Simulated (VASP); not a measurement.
Write the native input for VASP 6.6.1 that does the following.

* Task: single point
* Functional: LDA
* Potentials or basis: VASP PAW LDA potentials, release 64 (Hf_pv, Os)
* Cutoff: 520 eV
* k mesh: 6 × 6 × 6
* Occupations: methfessel-paxton, width 0.1 eV
* Spin: no spin polarisation
* Dipole correction: no
* Further INCAR settings: ALGO = Normal; EDIFF = 1e-06; NBANDS = 25

The structure of HfOs3 lies in POSCAR:

```
HfOs3
1.0
    3.9004783004      0.0000000000      0.0000000000
    0.0000000000      3.9004783004      0.0000000000
    0.0000000000      0.0000000000      3.9004783004
Hf Os
1 3
Direct
    0.0000000000      0.0000000000      0.0000000000
    0.5000000000      0.5000000000      0.0000000000
    0.5000000000      0.0000000000      0.5000000000
    0.0000000000      0.5000000000      0.5000000000
```

One way to write it, as run:

INCAR

```
SYSTEM = HfOs3
PREC = Accurate
ENCUT = 520
EDIFF = 1E-6
ISMEAR = 1
SIGMA = 0.1
LREAL = .False.
LASPH = .True.
NELM = 100
ALGO = Normal
ISIF = 2
LWAVE = .False.
LCHARG = .False.
NBANDS = 25
```

KPOINTS

```
Automatic mesh
0
Gamma
  6 6 6
  0 0 0
```

Potentials or basis: VASP PAW LDA potentials, release 64 (Hf_pv, Os).

The run is started by

```console
$ cat potpaw_LDA.64/Hf_pv/POTCAR potpaw_LDA.64/Os/POTCAR > POTCAR
$ mpirun -np 1 vasp_std > vasp.out
```

Results of the run:

```json
{"Pressure": "2.7 GPa", "Band gap on the k mesh": "zero (bands 17 and 18 overlap by 4.32 eV)"}
```

Caveat: spin-orbit coupling is left out, which moves the levels of the heavy elements.

It took 26 s on 1 thread of Intel(R) Xeon(R) Platinum 8488C (Sapphire Rapids) (shared host), peak memory 0.16 GiB.
